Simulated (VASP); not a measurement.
Al (a cell with a defect): single point with PBE

System: Al (a cell with a defect).

```
Al
1.0
     8.10000    0.00000    0.00000
     0.00000    8.10000    0.00000
     0.00000    0.00000    8.10000
Al
33
Direct
  0.50193 0.01534 0.01554
  0.75540 0.25089 0.00212
  0.75073 0.00412 0.25079
  0.00509 0.00445 0.99685
  0.25106 0.25129 0.99867
  0.50178 0.49173 0.00961
  0.77276 0.75011 0.99976
  0.24782 0.01600 0.24209
  0.50111 0.24918 0.24853
  0.74691 0.49387 0.25033
  0.50736 0.02188 0.49988
  0.75678 0.24952 0.50231
  0.75991 0.00605 0.75511
  0.00466 0.49470 0.99402
  0.24819 0.75049 0.00384
  0.99783 0.25231 0.24521
  0.24872 0.49336 0.24880
  0.49562 0.75098 0.25346
  0.98933 0.01956 0.50065
  0.24803 0.24904 0.50000
  0.51217 0.46017 0.49681
  0.74858 0.75056 0.50548
  0.25797 0.00221 0.74959
  0.50734 0.24778 0.75905
  0.75480 0.49780 0.75362
  0.96677 0.74193 0.22297
  0.99577 0.49089 0.49897
  0.16199 0.76728 0.43515
  0.00380 0.25061 0.75226
  0.25563 0.48711 0.75353
  0.53316 0.76253 0.83091
  0.01147 0.75041 0.74387
  0.40291 0.73135 0.57926
```

- Program: VASP 6.6.1
- Task: single point
- Functional: PBE
- Potentials or basis: VASP PAW PBE potentials, release 64 (Al)
- Cutoff: 520 eV
- k mesh: 2 × 2 × 2
- Occupations: gaussian, width 0.05 eV
- Spin: no spin polarisation
- Dipole correction: no
- Further INCAR settings: LREAL = Auto; ALGO = Normal; EDIFF = 1e-06; NBANDS = 72

```
Pressure               : 5.1 GPa
Largest force          : 0.653 eV/Å
Band gap on the k mesh : zero (an odd number of electrons rules out a gap without spin polarisation)
```

Forces in eV/Å, atoms in the order of the input:
```
Al  -0.019  0.051  0.035
Al  -0.004 -0.002 -0.003
Al   0.023 -0.007 -0.029
Al  -0.003  0.001  0.000
Al  -0.018  0.015 -0.040
Al  -0.024 -0.032  0.027
Al   0.056 -0.017 -0.090
Al  -0.040 -0.049  0.035
Al  -0.026 -0.006 -0.039
Al   0.014  0.004 -0.027
Al   0.028  0.145 -0.050
Al   0.042 -0.013  0.012
Al  -0.051 -0.041  0.027
Al   0.010 -0.006  0.004
Al  -0.100  0.001  0.094
Al   0.015 -0.001 -0.001
Al  -0.015  0.036  0.037
Al   0.032  0.007 -0.111
Al  -0.043  0.019  0.030
Al  -0.040 -0.005  0.026
Al   0.022 -0.177 -0.030
Al   0.016 -0.004  0.003
Al   0.026 -0.116 -0.042
Al  -0.029  0.005  0.019
Al  -0.039  0.019  0.004
Al   0.031  0.017  0.010
Al  -0.034 -0.006  0.024
Al  -0.127 -0.024  0.279
Al   0.030  0.015  0.019
Al   0.061  0.166 -0.074
Al  -0.289 -0.017  0.205
Al  -0.028 -0.009  0.033
Al   0.524  0.029 -0.389
```

Stress tensor (GPa, compression positive):
```
 5.14 -0.28  3.07
-0.28  4.90  0.17
 3.07  0.17  5.41
```

Levels at points of the mesh, in eV from the Fermi level:
```csv
k point,band 46,band 47,band 48,band 49,band 50,band 51,band 52,band 53
"(0.00, 0.00, 0.00)",-0.02,0.09,0.14,0.33,0.45,0.50,0.59,0.77
"(0.50, 0.00, 0.00)",-0.25,-0.20,-0.17,-0.08,-0.07,0.02,0.07,0.74
"(0.00, 0.50, 0.00)",-0.27,-0.16,-0.13,-0.08,-0.05,0.10,0.15,0.79
"(0.00, 0.00, 0.50)",-0.30,-0.23,-0.18,-0.07,-0.03,0.02,0.09,0.73
"(0.50, 0.50, 0.00)",-0.36,-0.35,-0.26,0.67,0.83,0.88,0.90,1.04
"(0.00, 0.50, 0.50)",-0.36,-0.35,-0.27,0.67,0.82,0.88,0.89,1.05
"(0.50, 0.00, 0.50)",-0.36,-0.33,-0.18,0.74,0.83,0.85,0.93,0.94
"(0.50, 0.50, 0.50)",-0.57,-0.55,-0.53,-0.50,-0.49,-0.43,-0.37,-0.35
```

Run time: 4.6 min on 1 thread of Intel(R) Xeon(R) 6975P-C (Granite Rapids), with other jobs on the host, peak memory 0.55 GiB.

Caveat: the k points lie up to 0.39 Å⁻¹ apart, too coarse for converged energies and pressures of a metal.
